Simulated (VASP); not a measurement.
Set up this calculation in VASP 6.6.1, as the native input.

- Task: single point
- Functional: PBEsol
- Potentials or basis: VASP PAW PBE potentials, release 64 (Zn, Ru_pv, Sn_d)
- Cutoff: 520 eV
- k mesh: 2 × 2 × 2, shifted
- Occupations: gaussian, width 0.1 eV
- Spin: no spin polarisation
- Dipole correction: no
- Further INCAR settings: LREAL = Auto; ALGO = Normal; EDIFF = 1e-06; NBANDS = 121; ISYM = 0

The structure of Zn5Sn7Ru4 lies in POSCAR:

```
Zn5Sn7Ru4
1.0
    6.8990641993      0.2100276272      0.0786836052
    0.2100276272      6.3765807003     -0.5556514535
    0.0786836052     -0.5556514535      6.7933966515
Zn Ru Sn
5 4 7
Direct
    0.0249769464      0.0700146566      1.0559287908
    0.2248782711      0.7672464473      0.1752906415
    0.4165523420      0.4234676984      0.5659354608
    0.5302947833      0.6599974598      0.3226030534
    0.8024838333      0.2115891020      0.8173640740
    0.5493713318      0.5523658469     -0.0607325615
    0.7102325282      0.2783762827      0.2705572524
    1.0908207750      0.5285172392      0.4348675145
    0.1988693169      0.2284955196      0.7750524755
    0.6321813913      0.9353624322      1.0352621026
   -0.0739339361      0.5267644880      1.0731680749
    1.0221645289      0.1123798246      0.4470585555
    0.3396747068      0.3144079132      0.1431367634
    0.5484261904      1.0386749467      0.5611484231
    0.2216843579      0.7767438231      0.7594996130
    0.7657638245      0.5866516757      0.6212212897
```

One way to write it, as run:

INCAR

```
SYSTEM = Zn5Sn7Ru4
PREC = Accurate ; ENCUT = 520
EDIFF = 1E-6 ; ISMEAR = 0
SIGMA = 0.1 ; LREAL = Auto
LASPH = .TRUE. ; NELM = 80
ALGO = Normal ; ISIF = 2
LWAVE = .FALSE. ; LCHARG = .FALSE.
GGA = PS ; ISYM = 0
NBANDS = 121
```

KPOINTS

```
Automatic mesh
0
Gamma
  2 2 2
  0.5 0.5 0.5
```

Potentials or basis: VASP PAW PBE potentials, release 64 (Zn, Ru_pv, Sn_d).

The run is started by

```sh
$ cat potpaw_PBE.64/Zn/POTCAR potpaw_PBE.64/Ru_pv/POTCAR potpaw_PBE.64/Sn_d/POTCAR > POTCAR
$ mpirun -np 1 vasp_std > vasp.out
```

It gave:

```yaml
Pressure: 0.2 GPa
Largest_force: 0.039 eV/Å
```

Caveat: the k points lie up to 0.50 Å⁻¹ apart; the PAW data sets were made with another functional, which shifts forces and pressure a little.

Run time: 6 min on 1 thread of Oxide Virtual Turin-like Processor, with other jobs on the host, peak memory 0.38 GiB.
